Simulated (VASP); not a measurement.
Here is a VASP 6.6.1 calculation.

POSCAR

```
SiSe
1.0
    3.5952000000      0.0000000000      0.0000000000
   -1.7976000000      3.1135300000      0.0000000000
    0.0000000000      0.0000000000      3.5987300000
Si Se
1 1
Direct
    0.6666700000      0.3333300000      0.5000000000
    0.0000000000      0.0000000000      0.0000000000
```

File INCAR.step1:

```
ALGO = Normal
EDIFF = 1E-4
ENCUT = 600
GGA = PE
ISMEAR = -1
LASPH = T
LCHARG = F
LREAL = F
LWAVE = T
NELM = 80
PREC = Accurate
SIGMA = 0.05
```

File INCAR.step2:

```
ALGO = Normal
EDIFF = 1E-7
EDIFFG = -0.01
ENCUT = 600
IBRION = 2
ISIF = 3
ISMEAR = -1
ISTART = 1
IVDW = 12
LASPH = T
LCHARG = F
LMIXTAU = T
LREAL = F
LWAVE = F
METAGGA = R2SCAN
NELM = 80
NSW = 60
PREC = Accurate
SIGMA = 0.05
VDW_A1 = 0.49484001
VDW_A2 = 5.73083694
VDW_S6 = 1.0
VDW_S8 = 0.78981345
```

File KPOINTS:

```
k-points
0
Gamma
  9 9 7
```

Potentials or basis: VASP PAW PBE potentials, release 64 (Si, Se).

The run is started by

```bash
$ cat potpaw_PBE.64/Si/POTCAR potpaw_PBE.64/Se/POTCAR > POTCAR
$ cp INCAR.step1 INCAR
$ mpirun -np 1 vasp_std > vasp.out
$ cp INCAR.step2 INCAR
$ mpirun -np 1 vasp_std > vasp.out
```

(1) Estimate the dispersion energy per atom.

(2) What does it give for the space group after relaxing (to 0.1 Å)?

Results:

(1) -0.177 eV.

(2) P-6m2 (No. 187).
